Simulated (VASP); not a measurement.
# Zn5O (F-43m) in VASP: further runs

Runs on Zn5O. Level: PBE. Tasks: single point, relaxation of cell and atoms.

Program: VASP 6.6.1. These are calculated values, not measurements. Logs are shortened: lines on timing, memory, paths and dates and some standing lists are left out, and cuts for length are marked.

### Step 1. The cell of the first run

It takes space group F-43m (No. 216, cubic). Conventional cell: a = 7.115 Å, b = 7.115 Å, c = 7.115 Å, α = 90.00°, β = 90.00°, γ = 90.00°. Zn (site symmetry 3m) has 9 Zn at 2.51 to 2.95 Å and 3 O at 2.95 Å within 3.3 Å. Zn (site symmetry -43m) has 12 Zn at 2.95 Å and 4 O at 3.08 Å within 3.9 Å. O (site symmetry -43m) has 16 Zn at 2.95 to 3.08 Å within 3.9 Å.

The cell was built from a structure type or drawn by symmetry, and may not be a known phase.

### Step 2. Single point, PBE, collinear spin, ferromagnetic start

File INCAR:

```
PREC     = Accurate       # precision mode
ENCUT    = 520            # plane-wave cutoff, eV
EDIFF    = 1E-6           # SCF threshold, eV
ISMEAR   = 0              # smearing method
SIGMA    = 0.1            # smearing width, eV
LREAL    = F              # projectors in reciprocal space
LASPH    = T              # aspherical terms in the spheres
NELM     = 150            # most SCF steps
ALGO     = Normal         # electronic algorithm
ISIF     = 2              # what is computed and relaxed
LWAVE    = F              # write WAVECAR
LCHARG   = T              # write CHGCAR
ISPIN    = 2              # spin polarisation
MAGMOM   = 0 0 0 0 0 1    # initial moments
LORBIT   = 11             # projections on sites
GGA      = PE             # functional
LELF     = T              # ELF
LVHAR    = T            
NBANDS   = 46             # bands
```

File KPOINTS:

```
regular mesh
0
Gamma
  4 4 4
```

File POSCAR:

```
Zn5O
1.0
    0.0000000000      3.5576264838      3.5576264838
    3.5576264838      0.0000000000      3.5576264838
    3.5576264838      3.5576264838      0.0000000000
Zn O
5 1
Direct
    0.3749076203      0.3749076203      0.8752771390
    0.3749076203      0.8752771390      0.3749076203
    0.8752771390      0.3749076203      0.3749076203
    0.3749076203      0.3749076203      0.3749076203
    0.7500000000      0.7500000000      0.7500000000
    0.0000000000      0.0000000000      0.0000000000
```

Potentials or basis: VASP PAW PBE potentials, release 64 (Zn, O).

Command:

```bash
cat potpaw_PBE.64/Zn/POTCAR potpaw_PBE.64/O/POTCAR > POTCAR
mpirun -np 1 vasp_std > vasp.out
```

OUTCAR:

```text
PREC = Accurate
   ENCUT = 520
   EDIFF = 1E-6
   ISMEAR = 0
   LREAL = F
   LASPH = T
   NELM = 150
   ISIF = 2
   ISPIN = 2
   LORBIT = 11
   GGA = PE

 ion  position               nearest neighbor table
   1  0.375  0.375  0.875-   2 2.51   3 2.51   4 2.51   2 2.52   3 2.52   4 2.52   5 2.95   5 2.95
                             5 2.95
   2  0.375  0.875  0.375-   1 2.51   3 2.51   4 2.51   3 2.52   1 2.52   4 2.52   5 2.95   5 2.95
                             5 2.95
   3  0.875  0.375  0.375-   1 2.51   2 2.51   4 2.51   2 2.52   1 2.52   4 2.52   5 2.95   5 2.95
                             5 2.95
   4  0.375  0.375  0.375-   1 2.51   2 2.51   3 2.51   3 2.52   2 2.52   1 2.52   5 2.95   5 2.95
                             5 2.95
   5  0.750  0.750  0.750-   1 2.95   2 2.95   1 2.95   3 2.95   2 2.95   3 2.95   4 2.95   4 2.95
                             4 2.95   1 2.95   2 2.95   3 2.95
   6  0.000  0.000  0.000-

  LATTYP: Found a face centered cubic cell.
 ALAT       =     7.1152529676

  Lattice vectors:

 A1 = (   0.0000000000,   3.5576264838,   3.5576264838)
 A2 = (   3.5576264838,   0.0000000000,   3.5576264838)
 A3 = (   3.5576264838,   3.5576264838,   0.0000000000)

Analysis of symmetry for initial positions (statically):
=====================================================================
 Subroutine PRICEL returns:
 Original cell was already a primitive cell.

 Routine SETGRP: Setting up the symmetry group for a
 face centered cubic supercell.

 Subroutine GETGRP returns: Found 24 space group operations
 (whereof 24 operations were pure point group operations)
 out of a pool of 48 trial point group operations.

The static configuration has the point symmetry T_d .

Analysis of symmetry for dynamics (positions and initial velocities):
=====================================================================
 Subroutine PRICEL returns:
 Original cell was already a primitive cell.

 Routine SETGRP: Setting up the symmetry group for a
 face centered cubic supercell.

 Subroutine GETGRP returns: Found 24 space group operations
 (whereof 24 operations were pure point group operations)
 out of a pool of 48 trial point group operations.

The dynamic configuration has the point symmetry T_d .

Analysis of structural, dynamic, and magnetic symmetry:
=====================================================================
 Subroutine PRICEL returns:
 Original cell was already a primitive cell.

 Routine SETGRP: Setting up the symmetry group for a
 face centered cubic supercell.

 Subroutine GETGRP returns: Found 24 space group operations
 (whereof 24 operations were pure point group operations)
 out of a pool of 48 trial point group operations.

The overall configuration has the point symmetry T_d .

 Subroutine INISYM returns: Found 24 space group operations
 (whereof 24 operations are pure point group operations),
 and found     1 'primitive' translations

----------------------------------------------------------------------------------------

                                     Primitive cell

  volume of cell :      90.0557

  direct lattice vectors                    reciprocal lattice vectors
     0.000000000  3.557626484  3.557626484    -0.140543141  0.140543141  0.140543141
     3.557626484  0.000000000  3.557626484     0.140543141 -0.140543141  0.140543141
     3.557626484  3.557626484  0.000000000     0.140543141  0.140543141 -0.140543141

  length of vectors
     5.031243623  5.031243623  5.031243623     0.243427861  0.243427861  0.243427861

  position of ions in fractional coordinates (direct lattice)
     0.374907620  0.374907620  0.875277139
     0.374907620  0.875277139  0.374907620
     0.875277139  0.374907620  0.374907620
     0.374907620  0.374907620  0.374907620
     0.750000000  0.750000000  0.750000000
     0.000000000  0.000000000  0.000000000

  ion indices of the primitive-cell ions
   primitive index   ion index
                 1           1
                 2           2
                 3           3
                 4           4
                 5           5
                 6           6

[... 34 lines left out ...]
  0.500000  0.500000  0.000000      3.000000
 -0.250000  0.500000  0.250000      6.000000
   k-points           NKPTS =      8   k-points in BZ     NKDIM =      8   number of bands    NBANDS=     46
   number of dos      NEDOS =    301   number of ions     NIONS =      6
   total plane-waves  NPLWV =  64000
   dimension x,y,z NGX =    40 NGY =   40 NGZ =   40
   dimension x,y,z NGXF=    80 NGYF=   80 NGZF=   80
   ions per type =               5   1
   NGX,Y,Z   is equivalent  to a cutoff of  13.22, 13.22, 13.22 a.u.
   NGXF,Y,Z  is equivalent  to a cutoff of  26.43, 26.43, 26.43 a.u.
 SYSTEM =  unknown system
   PREC   = accura    normal or accurate (medium, high low for compatibility)
   ISTART =      0    job   : 0-new  1-cont  2-samecut
   ICHARG =      2    charge: 1-file 2-atom 10-const
   ISPIN  =      2    spin polarized calculation?
   LNONCOLLINEAR =      F non collinear calculations
   LSORBIT =      F    spin-orbit coupling
   LASPH  =      T    aspherical Exc in radial PAW
   ENCUT  =  520.0 eV  38.22 Ry    6.18 a.u.   9.35  9.35  9.35*2*pi/ulx,y,z
   NELM   =    150;   NELMIN=  2; NELMDL= -5     # of ELM steps
   EDIFF  = 0.1E-05   stopping-criterion for ELM
   LREAL  =      F    real-space projection
   EDIFFG = 0.1E-04   stopping-criterion for IOM
   NSW    =      0    number of steps for IOM
   IBRION =     -1    ionic relax: 0-MD 1-quasi-New 2-CG
   NFREE  =      0    steps in history (QN), initial steepest desc. (CG)
   ISIF   =      2    stress and relaxation
   ISYM   =      2    0-nonsym 1-usesym 2-fastsym
   POTIM  = 0.5000    time-step for ionic-motion
   TEBEG  =    0.0;   TEEND  =   0.0 temperature during run
   PSTRESS=    0.0 pullay stress
   NELECT =      66.0000    total number of electrons
   NUPDOWN=      -1.0000    fix difference up-down
   EMIN   =  10.00;   EMAX   =-10.00  energy-range for DOS
   EFERMI =   0.00;   METHOD = LEGACY
   ISMEAR =     0;   SIGMA  =   0.10  broadening in eV -4-tet -1-fermi 0-gaus
   EFERMI_NEDOS =   21; number of points for ismear=-14 and -15
   IALGO  =     38    algorithm
   IMIX   =      4    mixing-type and parameters
     AMIX     =   0.40;   BMIX     =  1.00
     AMIX_MAG =   1.60;   BMIX_MAG =  1.00
  volume/ion in A,a.u.               =      15.01       101.29
  Fermi-wavevector in a.u.,A,eV,Ry     =   1.475998  2.789232 29.641249  2.178570
  Thomas-Fermi vector in A             =   2.590579
   LORBIT       =     11    0 simple, 1 ext, 2 COOP (PROOUT), +10 PAW based schemes
   GGA     = PE    functional components
   LHFCALC =     F    Hartree Fock is set to
   AEXX    =    0.0000 exact exchange contribution
   IVDW    =     0    specifies the selected vdW correction
   LEPSILON=     F    determine dielectric tensor
   LRPA    =     F    only Hartree local field effects (RPA)
 spin polarized calculation
 Gauss-broadening in eV      SIGMA  =   0.10
  energy-cutoff  :      520.00
  volume of cell :       90.06
 maximum number of plane-waves:      2452
 NGX is ok and might be reduce to    40
   NGX = 19   NGY = 19   NGZ = 19

 number of electron      66.0000007 magnetization      -0.0849599

 number of electron      66.0000007 magnetization       0.0036102

 Free energy of the ion-electron system (eV)
  ---------------------------------------------------
  ext. energy  EPLUGINS =         0.00000000
  ---------------------------------------------------
  free energy    TOTEN  =        -8.99423236 eV

  energy without entropy =       -8.94603191  energy(sigma->0) =       -8.97013213

 E-fermi :   2.1165     XC(G=0): -11.1269

 val. band max:        2.1073407264   @ k =   0.2500   0.0000   0.0000
 cond. band min:       2.1414596454   @ k =   0.5000   0.2500   0.0000
 fundamental gap:      0.0341189190
 Fermi energy:         2.1164566614

 spin component 1

 k-point     1 :       0.0000    0.0000    0.0000
  band No.  band energies     occupation
      1     -14.1863      1.00000
      2      -7.6109      1.00000
      3      -6.2079      1.00000
      4      -6.2079      1.00000
      5      -6.2079      1.00000
      6      -5.9061      1.00000
[... 373 lines left out ...]
     44      12.9827      0.00000
     45      13.4400      0.00000
 Fermi energy:         2.1164566614

 spin component 2

 k-point     1 :       0.0000    0.0000    0.0000
  band No.  band energies     occupation
      1     -14.1857      1.00000
      2      -7.6105      1.00000
      3      -6.2077      1.00000
      4      -6.2077      1.00000
      5      -6.2077      1.00000
      6      -5.9059      1.00000
[... 373 lines left out ...]
     44      12.9835      0.00000
     45      13.4407      0.00000
 [bands above 45 left out]

------------------------ aborting loop because EDIFF is reached ----------------------------------------

  FORCE on cell =-STRESS in cart. coord.  units (eV):
  Direction    XX          YY          ZZ          XY          YZ          ZX
  --------------------------------------------------------------------------------------
  -------------------------------------------------------------------------------------
  Total       -0.0191747     -0.0191747     -0.0191747     -0.0000000      0.0000000     -0.0000000
  in kB       -0.3411361     -0.3411361     -0.3411361     -0.0000000      0.0000000     -0.0000000
  external PRESSURE =      -0.3411361 kB  Pullay stress =       0.0000000 kB

 VOLUME and BASIS-vectors are now :
 -----------------------------------------------------------------------------
  energy-cutoff  :      520.00
  volume of cell :       90.06
      direct lattice vectors                 reciprocal lattice vectors
     0.000000000  3.557626484  3.557626484    -0.140543141  0.140543141  0.140543141
     3.557626484  0.000000000  3.557626484     0.140543141 -0.140543141  0.140543141
     3.557626484  3.557626484  0.000000000     0.140543141  0.140543141 -0.140543141

 POSITION                                       TOTAL-FORCE (eV/Angst)
 -----------------------------------------------------------------------------------
      4.44769      4.44769      2.66756        -0.012270     -0.012270      0.012270
      4.44769      2.66756      4.44769        -0.012270      0.012270     -0.012270
      2.66756      4.44769      4.44769         0.012270     -0.012270     -0.012270
      2.66756      2.66756      2.66756         0.012270      0.012270      0.012270
      5.33644      5.33644      5.33644         0.000000      0.000000      0.000000
      0.00000      0.00000      0.00000         0.000000      0.000000      0.000000
 -----------------------------------------------------------------------------------
    total drift:                               -0.000000     -0.000000     -0.000000

  FREE ENERGIE OF THE ION-ELECTRON SYSTEM (eV)
  ---------------------------------------------------
  free  energy   TOTEN  =        -8.9942323569 eV

  energy  without entropy=       -8.9460319053  energy(sigma->0) =       -8.97013213

 total charge

# of ion       s       p       d       tot
------------------------------------------
    1        0.617   0.444   9.734  10.794
    2        0.617   0.444   9.734  10.794
    3        0.617   0.444   9.734  10.794
    4        0.617   0.444   9.734  10.794
    5        0.610   0.276   9.730  10.615
    6        1.610   3.124   0.000   4.734
--------------------------------------------------
tot          4.687   5.174  48.666  58.527

 magnetization (x)

# of ion       s       p       d       tot
------------------------------------------
    1        0.000   0.000   0.000   0.000
    2        0.000   0.000   0.000   0.000
    3        0.000   0.000   0.000   0.000
    4        0.000   0.000   0.000   0.000
    5       -0.000   0.000   0.000   0.000
    6        0.000   0.001   0.000   0.001
--------------------------------------------------
tot          0.001   0.002   0.000   0.002
```

Run time: 4.2 min. Hardware: 1 thread of Intel Xeon 8259CL, shared host; peak memory 0.3 GiB.

What came out:

```yaml
Free_energy: -8.9942 eV
Pressure: 0.0 GPa
Largest_force: 0.021 eV/Å
Band_gap_on_the_k_mesh: zero (filled and empty bands overlap)
Net_moment: 0.00 μB per cell
Valence_electrons_inside_the_program's_atomic_spheres: Zn 10.79, 10.62 (each value once); O 4.73
```

Forces on the atoms (eV/Å):
```
Zn  -0.012 -0.012  0.012
Zn  -0.012  0.012 -0.012
Zn   0.012 -0.012 -0.012
Zn   0.012  0.012  0.012
Zn   0.000  0.000  0.000
O    0.000  0.000  0.000
```

Caveat: the k points lie up to 0.38 Å⁻¹ apart, too coarse for converged energies and pressures of a metal; semilocal functionals underestimate gaps, so a narrow gap can read as zero.

### Step 3. Relaxation of cell and atoms, PBE, collinear spin, ferromagnetic start

This run uses another cell than the first one, of 13.80 Å³/atom.

File INCAR:

```
SYSTEM = Zn5O
  PREC = Accurate
  ENCUT = 600
  EDIFF = 1E-6
  ISMEAR = 0
  SIGMA = 0.1
  LREAL = .FALSE.
  LASPH = .TRUE.
  NELM = 150
  ALGO = Normal
  ISIF = 3
  LWAVE = .FALSE.
  LCHARG = .FALSE.
  ISPIN = 2
  MAGMOM = 0 0 0 0 0 1
  LORBIT = 11
  GGA = PE
  IBRION = 2
  NSW = 90
  EDIFFG = -0.04
```

File KPOINTS:

```
regular mesh
0
G
  4 4 4
  0 0 0
```

File POSCAR:

```
Zn5O
1.0
    0.0000000000      3.4593232500      3.4593232500
    3.4593232500      0.0000000000      3.4593232500
    3.4593232500      3.4593232500      0.0000000000
Zn O
5 1
Direct
    0.3750000000      0.3750000000      0.8750000000
    0.3750000000      0.8750000000      0.3750000000
    0.8750000000      0.3750000000      0.3750000000
    0.3750000000      0.3750000000      0.3750000000
    0.7500000000      0.7500000000      0.7500000000
    0.0000000000      0.0000000000      0.0000000000
```

Potentials or basis: VASP PAW PBE potentials, release 64 (Zn, O).

Command:

```bash
cat potpaw_PBE.64/Zn/POTCAR potpaw_PBE.64/O/POTCAR > POTCAR
mpirun -np 1 vasp_std > vasp.out
```

Run time: 6.7 min. Hardware: 1 thread of Intel Xeon 8259CL, shared host; peak memory 0.3 GiB.

It converged, with:

```yaml
Free_energy: -8.9889 eV
Relaxed_volume: 15.06 Å³/atom
Relaxed_cell: a = 5.037 Å, b = 5.037 Å, c = 5.037 Å, α = 60.00°, β = 60.00°, γ = 60.00°
Space_group_after_relaxing_to_0.1_Å: F-43m (No. 216)
Energy_gained_by_relaxing: 24.2 meV/atom
Ionic_steps: 2
Pressure_after_relaxing: -0.3 GPa
Band_gap_on_the_k_mesh: zero (filled and empty bands overlap)
Net_moment: 0.00 μB per cell
Valence_electrons_inside_the_program's_atomic_spheres: Zn 10.79, 10.61 (each value once); O 4.73
```

Step by step:
```
step  energy change (eV)  largest force (eV/Å)  pressure (GPa)  volume (Å³)
   1              0.0000                0.0197            7.12        82.79
   2             -0.1454                0.0171           -0.31        90.36
```

Final structure:
```xyz
6
Lattice="0.0000 3.5616 3.5616 3.5616 0.0000 3.5616 3.5616 3.5616 0.0000" Properties=species:S:1:pos:R:3 pbc="T T T"
Zn    4.4526    4.4526    2.6707
Zn    4.4526    2.6707    4.4526
Zn    2.6707    4.4526    4.4526
Zn    2.6707    2.6707    2.6707
Zn    5.3425    5.3425    5.3425
O     0.0000    0.0000    0.0000
```

Levels at points of the mesh, in eV from the Fermi level:
Spin up:
```csv
k point,band 31,band 32,band 33,band 34,band 35,band 36
"(0.00, 0.00, 0.00)",-2.18,0.14,0.14,0.14,1.00,1.96
"(0.50, 0.00, 0.00)",-2.35,-0.60,-0.41,-0.41,2.09,2.09
"(0.50, 0.50, 0.00)",-3.11,-0.59,0.21,0.21,0.69,5.63
```
Spin down:
```csv
k point,band 31,band 32,band 33,band 34,band 35,band 36
"(0.00, 0.00, 0.00)",-2.18,0.14,0.14,0.14,1.00,1.96
"(0.50, 0.00, 0.00)",-2.35,-0.60,-0.41,-0.41,2.09,2.09
"(0.50, 0.50, 0.00)",-3.11,-0.59,0.21,0.21,0.69,5.63
```

Caveat: the k points lie up to 0.38 Å⁻¹ apart in the final cell, too coarse for converged energies and pressures of a metal; semilocal functionals underestimate gaps, so a narrow gap can read as zero.
